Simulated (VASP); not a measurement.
# BaCa3F8 (Cmmm) in VASP: single point with PBE

Aim: the single point of BaCa3F8 with PBE.

All numbers are computed with VASP 6.6.1; they aren't measurements. Logs are shortened: lines on timing, memory, paths and dates and some standing lists are left out, and cuts for length are marked.

## Step 1: The cell of the first run

Symmetry: Cmmm, No. 65, orthorhombic system. Conventional cell: a = 8.049 Å, b = 11.495 Å, c = 4.017 Å, α = 90.00°, β = 90.00°, γ = 90.00°. Ba (site symmetry mmm) has 8 F at 2.60 to 2.62 Å within 3.4 Å. F (site symmetry m2m) has 4 Ca at 2.44 to 2.51 Å and 6 F at 2.72 to 2.76 Å within 3.2 Å. F (site symmetry m2m) has 2 Ca at 2.35 Å and 2 Ba at 2.60 Å and 5 F at 2.72 to 2.94 Å within 3.1 Å. Within 3.2 Å of F (site symmetry m) lie 3 Ca at 2.41 to 2.43 Å and 1 Ba at 2.62 Å and 6 F at 2.74 to 3.02 Å. Ca (site symmetry 2/m) has 8 F at 2.35 to 2.51 Å within 3.1 Å. Within 3.2 Å of Ca (site symmetry mmm) lie 8 F at 2.41 to 2.44 Å.

## Step 2: Single point, PBE

The input, INCAR:

```
SYSTEM = BaCa3F8
PREC = Accurate
ENCUT = 520
EDIFF = 1E-6
ISMEAR = -1
SIGMA = 0.02
LREAL = .FALSE.
LASPH = .TRUE.
NELM = 60
ALGO = Normal
ISIF = 2
LWAVE = .FALSE.
LCHARG = .FALSE.
GGA = PE
NBANDS = 60
```

The input, KPOINTS:

```
Automatic mesh
0
G
  4 4 6
  0 0 0
```

The input, POSCAR:

```
BaCa3F8
1.0
    4.0243134740     -5.7473325437      0.0000000000
    4.0243134740      5.7473325437      0.0000000000
    0.0000000000      0.0000000000      4.0170866310
Ba F Ca
1 8 3
Direct
    0.0000000000      0.0000000000      0.0000000000
    0.3800319247      0.6199680753      0.5000000000
    0.1436549757      0.8563450243      0.5000000000
    0.8654018033      0.6030070863      0.0000000000
    0.6030070863      0.8654018033      0.0000000000
    0.3969929137      0.1345981967      0.0000000000
    0.1345981967      0.3969929137      0.0000000000
    0.8563450243      0.1436549757      0.5000000000
    0.6199680753      0.3800319247      0.5000000000
    0.5000000000      0.0000000000      0.5000000000
    0.0000000000      0.5000000000      0.5000000000
    0.5000000000      0.5000000000      0.0000000000
```

Potentials or basis: VASP PAW PBE potentials, release 64 (Ba_sv, F, Ca_sv).

Started as:

```sh
cat potpaw_PBE.64/Ba_sv/POTCAR potpaw_PBE.64/F/POTCAR potpaw_PBE.64/Ca_sv/POTCAR > POTCAR
mpirun -np 1 vasp_std > vasp.out
```

OUTCAR:

```text
SYSTEM = BaCa3F8
   PREC = Accurate
   ENCUT = 520
   EDIFF = 1E-6
   ISMEAR = -1
   LREAL = .FALSE.
   LASPH = .TRUE.
   NELM = 60
   ISIF = 2
   GGA = PE

 ion  position               nearest neighbor table
   1  0.000  0.000  0.000-   3 2.60   8 2.60   3 2.60   8 2.60   7 2.62   4 2.62   5 2.62   6 2.62

   2  0.380  0.620  0.500-  12 2.44  12 2.44  10 2.51  11 2.51
   3  0.144  0.856  0.500-  10 2.35  11 2.35   1 2.60   1 2.60
   4  0.865  0.603  0.000-  12 2.41  11 2.43  11 2.43   1 2.62
   5  0.603  0.865  0.000-  12 2.41  10 2.43  10 2.43   1 2.62
   6  0.397  0.135  0.000-  12 2.41  10 2.43  10 2.43   1 2.62
   7  0.135  0.397  0.000-  12 2.41  11 2.43  11 2.43   1 2.62
   8  0.856  0.144  0.500-  10 2.35  11 2.35   1 2.60   1 2.60
   9  0.620  0.380  0.500-  12 2.44  12 2.44  10 2.51  11 2.51
  10  0.500  0.000  0.500-   3 2.35   8 2.35   6 2.43   5 2.43   5 2.43   6 2.43   2 2.51   9 2.51

  11  0.000  0.500  0.500-   3 2.35   8 2.35   7 2.43   4 2.43   4 2.43   7 2.43   2 2.51   9 2.51

  12  0.500  0.500  0.000-   4 2.41   5 2.41   6 2.41   7 2.41   2 2.44   9 2.44   2 2.44   9 2.44

  LATTYP: Found a base centered orthorhombic cell.
 ALAT       =     8.0486269480
 B/A-ratio  =     1.4281523000
 C/A-ratio  =     0.4991021024

  Lattice vectors:

 A1 = (   4.0243134740,  -5.7473325437,   0.0000000000)
 A2 = (   4.0243134740,   5.7473325437,   0.0000000000)
 A3 = (   0.0000000000,   0.0000000000,   4.0170866310)

Analysis of symmetry for initial positions (statically):
=====================================================================
 Subroutine PRICEL returns:
 Original cell was already a primitive cell.

 Routine SETGRP: Setting up the symmetry group for a
 base centered orthorhombic supercell.

 Subroutine GETGRP returns: Found  8 space group operations
 (whereof  8 operations were pure point group operations)
 out of a pool of  8 trial point group operations.

The static configuration has the point symmetry D_2h.

Analysis of symmetry for dynamics (positions and initial velocities):
=====================================================================
 Subroutine PRICEL returns:
 Original cell was already a primitive cell.

 Routine SETGRP: Setting up the symmetry group for a
 base centered orthorhombic supercell.

 Subroutine GETGRP returns: Found  8 space group operations
 (whereof  8 operations were pure point group operations)
 out of a pool of  8 trial point group operations.

The dynamic configuration has the point symmetry D_2h.

 Subroutine INISYM returns: Found  8 space group operations
 (whereof  8 operations are pure point group operations),
 and found     1 'primitive' translations

----------------------------------------------------------------------------------------

                                     Primitive cell

  volume of cell :     185.8229

  direct lattice vectors                    reciprocal lattice vectors
     4.024313474 -5.747332544  0.000000000     0.124244794 -0.086996880  0.000000000
     4.024313474  5.747332544  0.000000000     0.124244794  0.086996880  0.000000000
     0.000000000  0.000000000  4.017086631     0.000000000  0.000000000  0.248936628

  length of vectors
     7.016190584  7.016190584  4.017086631     0.151674738  0.151674738  0.248936628

  position of ions in fractional coordinates (direct lattice)
     0.000000000  0.000000000  0.000000000
     0.380031925  0.619968075  0.500000000
     0.143654976  0.856345024  0.500000000
     0.865401803  0.603007086  0.000000000
     0.603007086  0.865401803  0.000000000
     0.396992914  0.134598197  0.000000000
     0.134598197  0.396992914  0.000000000
     0.856345024  0.143654976  0.500000000
     0.619968075  0.380031925  0.500000000
     0.500000000  0.000000000  0.500000000
     0.000000000  0.500000000  0.500000000
     0.500000000  0.500000000  0.000000000

  ion indices of the primitive-cell ions
   primitive index   ion index
                 1           1
                 2           2
                 3           3
                 4           4
                 5           5
                 6           6
                 7           7
                 8           8
                 9           9
                10          10
                11          11
                12          12

----------------------------------------------------------------------------------------

 KPOINTS: Automatic mesh

Automatic generation of k-mesh.
 Grid dimensions read from file:
 generate k-points for:    4    4    6

 Generating k-lattice:

  Cartesian coordinates                     Fractional coordinates (reciprocal lattice)
     0.031061199 -0.021749220  0.000000000     0.250000000  0.000000000  0.000000000
     0.031061199  0.021749220  0.000000000     0.000000000  0.250000000  0.000000000
     0.000000000  0.000000000  0.041489438     0.000000000  0.000000000  0.166666667

  Length of vectors
     0.037918684  0.037918684  0.041489438

  Shift w.r.t. Gamma in fractional coordinates (k-lattice)
     0.000000000  0.000000000  0.000000000

 Subroutine IBZKPT returns following result:
 ===========================================

 Found     28 irreducible k-points:

 Following reciprocal coordinates:
            Coordinates               Weight
  0.000000  0.000000  0.000000      1.000000
  0.250000  0.000000  0.000000      4.000000
  0.500000  0.000000  0.000000      2.000000
  0.250000  0.250000  0.000000      2.000000
  0.500000  0.250000  0.000000      4.000000
 -0.250000  0.250000  0.000000      2.000000
[... 16 lines left out ...]
  0.250000  0.000000  0.500000      4.000000
  0.500000  0.000000  0.500000      2.000000
 [... further k-points ...]
   k-points           NKPTS =     28   k-points in BZ     NKDIM =     28   number of bands    NBANDS=     60
   number of dos      NEDOS =    301   number of ions     NIONS =     12
   total plane-waves  NPLWV =  87480
   dimension x,y,z NGX =    54 NGY =   54 NGZ =   30
   dimension x,y,z NGXF=   108 NGYF=  108 NGZF=   60
   ions per type =               1   8   3
   NGX,Y,Z   is equivalent  to a cutoff of  12.80, 12.80, 12.42 a.u.
   NGXF,Y,Z  is equivalent  to a cutoff of  25.59, 25.59, 24.83 a.u.
 SYSTEM =  BaCa3F8
   PREC   = accura    normal or accurate (medium, high low for compatibility)
   ISTART =      0    job   : 0-new  1-cont  2-samecut
   ICHARG =      2    charge: 1-file 2-atom 10-const
   ISPIN  =      1    spin polarized calculation?
   LNONCOLLINEAR =      F non collinear calculations
   LSORBIT =      F    spin-orbit coupling
   LASPH  =      T    aspherical Exc in radial PAW
   ENCUT  =  520.0 eV  38.22 Ry    6.18 a.u.  13.05 13.05  7.47*2*pi/ulx,y,z
   NELM   =     60;   NELMIN=  2; NELMDL= -5     # of ELM steps
   EDIFF  = 0.1E-05   stopping-criterion for ELM
   LREAL  =      F    real-space projection
   EDIFFG = 0.1E-04   stopping-criterion for IOM
   NSW    =      0    number of steps for IOM
   IBRION =     -1    ionic relax: 0-MD 1-quasi-New 2-CG
   NFREE  =      0    steps in history (QN), initial steepest desc. (CG)
   ISIF   =      2    stress and relaxation
   ISYM   =      2    0-nonsym 1-usesym 2-fastsym
   POTIM  = 0.5000    time-step for ionic-motion
   TEBEG  =    0.0;   TEEND  =   0.0 temperature during run
   PSTRESS=    0.0 pullay stress
   NELECT =      96.0000    total number of electrons
   NUPDOWN=      -1.0000    fix difference up-down
   EMIN   =  10.00;   EMAX   =-10.00  energy-range for DOS
   EFERMI =   0.00;   METHOD = LEGACY
   ISMEAR =    -1;   SIGMA  =   0.02  broadening in eV -4-tet -1-fermi 0-gaus
   EFERMI_NEDOS =   21; number of points for ismear=-14 and -15
   IALGO  =     38    algorithm
   IMIX   =      4    mixing-type and parameters
     AMIX     =   0.40;   BMIX     =  1.00
     AMIX_MAG =   1.60;   BMIX_MAG =  1.00
  volume/ion in A,a.u.               =      15.49       104.50
  Fermi-wavevector in a.u.,A,eV,Ry     =   1.313607  2.482357 23.477716  1.725563
  Thomas-Fermi vector in A             =   2.443918
   LORBIT       =      0    0 simple, 1 ext, 2 COOP (PROOUT), +10 PAW based schemes
   GGA     = PE    functional components
   LHFCALC =     F    Hartree Fock is set to
   AEXX    =    0.0000 exact exchange contribution
   IVDW    =     0    specifies the selected vdW correction
   LEPSILON=     F    determine dielectric tensor
   LRPA    =     F    only Hartree local field effects (RPA)
 non-spin polarized calculation
  energy-cutoff  :      520.00
  volume of cell :      185.82
 maximum number of plane-waves:      5040
 NGX is ok and might be reduce to    54
   NGX = 27   NGY = 27   NGZ = 15

 number of electron      95.9999950 magnetization

 Free energy of the ion-electron system (eV)
  ---------------------------------------------------
  ext. energy  EPLUGINS =         0.00000000
  ---------------------------------------------------
  free energy    TOTEN  =       -68.58202992 eV

  energy without entropy =      -68.58202992  energy(sigma->0) =      -68.58202992

 E-fermi :  -0.7171     XC(G=0):  -9.2394

 val. band max:       -1.1407091432   @ k =   0.0000   0.0000   0.0000
 cond. band min:       5.3274632416   @ k =   0.0000   0.0000   0.0000
 fundamental gap:      6.4681723847
 Fermi energy:        -0.7171444557

 k-point     1 :       0.0000    0.0000    0.0000
  band No.  band energies     occupation
      1     -37.8002      2.00000
      2     -37.7933      2.00000
      3     -37.5028      2.00000
      4     -24.4970      2.00000
      5     -21.6454      2.00000
      6     -21.1417      2.00000
[... 52 lines left out ...]
     59       8.2133      0.00000
     60       8.5838      0.00000

 k-point     2 :       0.2500    0.0000    0.0000
  band No.  band energies     occupation
      1     -37.7991      2.00000
      2     -37.7943      2.00000
      3     -37.5029      2.00000
      4     -24.4992      2.00000
      5     -21.5938      2.00000
      6     -21.2081      2.00000
[... 1375 lines left out ...]
     59       8.3628      0.00000
     60       8.4273      0.00000

 k-point    24 :       0.5000    0.0000    0.5000
  band No.  band energies     occupation
      1     -37.7903      2.00000
      2     -37.7903      2.00000
      3     -37.4970      2.00000
      4     -24.3247      2.00000
      5     -21.5213      2.00000
      6     -21.4468      2.00000
[... 52 lines left out ...]
     59       8.2691      0.00000
     60       8.4237      0.00000

 [... further k-points ...]
[... 5 lines left out ...]
  --------------------------------------------------------------------------------------
  -------------------------------------------------------------------------------------
  Total        0.6994989      0.7361927      0.6324971      0.0000000      0.0000000      0.0000000
  in kB        6.0311247      6.3475005      5.4534308      0.0000000      0.0000000      0.0000000
  external PRESSURE =       5.9440186 kB  Pullay stress =       0.0000000 kB

 VOLUME and BASIS-vectors are now :
 -----------------------------------------------------------------------------
  energy-cutoff  :      520.00
  volume of cell :      185.82
      direct lattice vectors                 reciprocal lattice vectors
     4.024313474 -5.747332544  0.000000000     0.124244794 -0.086996880  0.000000000
     4.024313474  5.747332544  0.000000000     0.124244794  0.086996880  0.000000000
     0.000000000  0.000000000  4.017086631     0.000000000  0.000000000  0.248936628

 POSITION                                       TOTAL-FORCE (eV/Angst)
 -----------------------------------------------------------------------------------
      0.00000      0.00000      0.00000        -0.000000      0.000000     -0.000000
      4.02431      1.37899      2.00854        -0.000000      0.001083     -0.000000
      4.02431      4.09607      2.00854        -0.000000     -0.075810      0.000000
      5.90934     -1.50807      0.00000        -0.055982     -0.037741     -0.000000
      5.90934      1.50807      0.00000        -0.055982      0.037741      0.000000
      2.13929     -1.50807      0.00000         0.055982     -0.037741     -0.000000
      2.13929      1.50807      0.00000         0.055982      0.037741      0.000000
      4.02431     -4.09607      2.00854        -0.000000      0.075810     -0.000000
      4.02431     -1.37899      2.00854        -0.000000     -0.001083     -0.000000
      2.01216     -2.87367      2.00854        -0.000000      0.000000     -0.000000
      2.01216      2.87367      2.00854        -0.000000      0.000000     -0.000000
      4.02431      0.00000      0.00000        -0.000000      0.000000     -0.000000
 -----------------------------------------------------------------------------------
    total drift:                               -0.000000      0.000000     -0.000000

  FREE ENERGIE OF THE ION-ELECTRON SYSTEM (eV)
  ---------------------------------------------------
  free  energy   TOTEN  =       -68.5820299198 eV

  energy  without entropy=      -68.5820299198  energy(sigma->0) =      -68.58202992
```

It took 5.3 min on 1 thread of Intel Xeon Platinum 8488C (Sapphire Rapids), shared host; peak memory 0.44 GiB.

Results:

- Free energy: -68.5820 eV
- Pressure: 0.6 GPa
- Largest force: 0.076 eV/Å
- Band gap on the k mesh: 6.47 eV

Forces on the atoms (eV/Å):
```
Ba   0.000  0.000  0.000
F    0.000  0.001  0.000
F    0.000 -0.076  0.000
F   -0.056 -0.038  0.000
F   -0.056  0.038  0.000
F    0.056 -0.038  0.000
F    0.056  0.038  0.000
F    0.000  0.076  0.000
F    0.000 -0.001  0.000
Ca   0.000  0.000  0.000
Ca   0.000  0.000  0.000
Ca   0.000  0.000  0.000
```

Caveat: spin-orbit coupling is left out, which moves the levels of the heavy elements.
